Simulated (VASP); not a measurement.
Set up this calculation in VASP 6.6.1, as the native input.

| Item | Value |
| --- | --- |
| Task | G0W0 quasiparticle levels |
| Functional | PBE |
| Potentials or basis | VASP PAW PBE potentials, release 64 (C_GW) |
| Cutoff | 500 eV |
| k mesh | 6 × 6 × 6 |
| Occupations | gaussian, width 0.01 eV |
| Spin | no spin polarisation |
| Dipole correction | no |
| GW scheme | G0W0 |
| GW iterations | 1 |
| Cutoff of the response function | 150 |
| Frequency points | 48 |
| Empty bands | 47 |
| Further INCAR settings | ALGO = EVGW0; EDIFF = 1e-08; NBANDS = 51 |

C:

```
CELL_PARAMETERS angstrom
0.03560 1.78012 1.78012
1.78012 0.03560 1.78012
1.81573 1.81573 0.00000
ATOMIC_POSITIONS crystal
C 0.00032 0.00032 0.99968
C 0.24968 0.24968 0.25032
```

The input as run:

POSCAR

```
C
1.0
    0.0356024828      1.7801241423      1.7801241423
    1.7801241423      0.0356024828      1.7801241423
    1.8157266251      1.8157266251      0.0000000000
C
2
Direct
    0.0003241745      0.0003241745     -0.0003241745
    0.2496758255      0.2496758255      0.2503241745
```

INCAR.step1

```
PREC = Accurate ; ENCUT = 500
EDIFF = 1E-8 ; ISMEAR = 0
SIGMA = 0.01 ; LREAL = False
LASPH = True ; NELM = 100
ALGO = Normal ; LWAVE = True
LCHARG = False ; GGA = PE
```

INCAR.step2

```
PREC = Accurate ; ENCUT = 500
EDIFF = 1E-8 ; ISMEAR = 0
SIGMA = 0.01 ; LREAL = False
LASPH = True ; NELM = 1
ALGO = Exact ; LWAVE = True
LCHARG = False ; GGA = PE
NBANDS = 51 ; LOPTICS = True
ISTART = 1
```

INCAR.step3

```
PREC = Accurate ; ENCUT = 500
EDIFF = 1E-8 ; ISMEAR = 0
SIGMA = 0.01 ; LREAL = False
LASPH = True ; ALGO = EVGW0
LWAVE = False ; LCHARG = False
GGA = PE ; NELMGW = 1
NBANDS = 51 ; ENCUTGW = 150.0
NOMEGA = 48 ; PRECFOCK = Fast
ISTART = 1 ; NBANDSGW = 12
```

KPOINTS

```
Automatic mesh
0
Gamma
  6 6 6
```

Potentials or basis: VASP PAW PBE potentials, release 64 (C_GW).

Launch:

```sh
$ cat potpaw_PBE.64/C_GW/POTCAR > POTCAR
$ cp INCAR.step1 INCAR
$ mpirun -np 1 vasp_std > vasp.out
$ cp INCAR.step2 INCAR
$ mpirun -np 1 vasp_std > vasp.out
$ cp INCAR.step3 INCAR
$ mpirun -np 1 vasp_std > vasp.out
```

It gave:

```
Band gap on the k mesh, mean-field level : 3.94 eV, indirect (least direct gap 4.98 eV)
Quasiparticle gap                        : 5.08 eV
Least direct quasiparticle gap           : 6.63 eV
```

Caveat: the k points lie up to 0.52 Å⁻¹ apart; bands, screening cutoff and mesh are small and nothing is extrapolated, so the quasiparticle values aren't converged.

It took 4.3 min on 1 thread of Intel Xeon 8259CL (shared host), peak memory 0.26 GiB.
